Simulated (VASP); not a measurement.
Write the native input for VASP 6.6.1 that does the following.

* Task: single point
* Functional: PBEsol
* Potentials or basis: VASP PAW PBE potentials, release 64 (Cr_pv)
* Cutoff: 520 eV
* k mesh: 22 × 22 × 22
* Occupations: gaussian, width 0.15 eV
* Spin: no spin polarisation
* Dipole correction: no
* Further INCAR settings: ALGO = Normal; EDIFF = 1e-06; NBANDS = 12

The structure of Cr lies in POSCAR:

```
Cr
1.0
    0.0000000000      1.8032000000      1.8400000000
    1.8032000000      0.0000000000      1.8400000000
    1.8032000000      1.8032000000      0.0000000000
Cr
1
Direct
    0.0000000000      0.0000000000      0.0000000000
```

This cell differs from its parent crystal: strain -0.0200 x Voigt [1, 1, 0, 0, 0, 0].

These files were run (other wordings do the same):

INCAR

```
SYSTEM = Cr
PREC = Accurate
ENCUT = 520
EDIFF = 1E-6
ISMEAR = 0
SIGMA = 0.15
LREAL = .False.
LASPH = .True.
NELM = 80
ALGO = Normal
ISIF = 2
LWAVE = .False.
LCHARG = .False.
GGA = PS
NBANDS = 12
```

KPOINTS

```
regular mesh
0
Gamma
  22 22 22
  0 0 0
```

Potentials or basis: VASP PAW PBE potentials, release 64 (Cr_pv).

Run with:

```console
$ cat potpaw_PBE.64/Cr_pv/POTCAR > POTCAR
$ mpirun -np 1 vasp_std > vasp.out
```

Results of the run:

| Property | Result |
| --- | --- |
| Pressure | -10.7 GPa |
| Band gap on the k mesh | zero (bands 6 and 7 overlap by 2.83 eV) |

Caveat: the cell differs from its parent crystal (strain -0.0200 x Voigt [1, 1, 0, 0, 0, 0]); the stress differs along the axes, from -13 to -7 GPa; the PAW data sets were made with another functional, which shifts forces and pressure a little; the run has no spin polarisation, though such a crystal can be magnetic.

Run time: 60 s on 1 thread of AMD EPYC 9R45 96-Core Processor (Zen 5), on a shared host, peak memory 0.19 GiB.
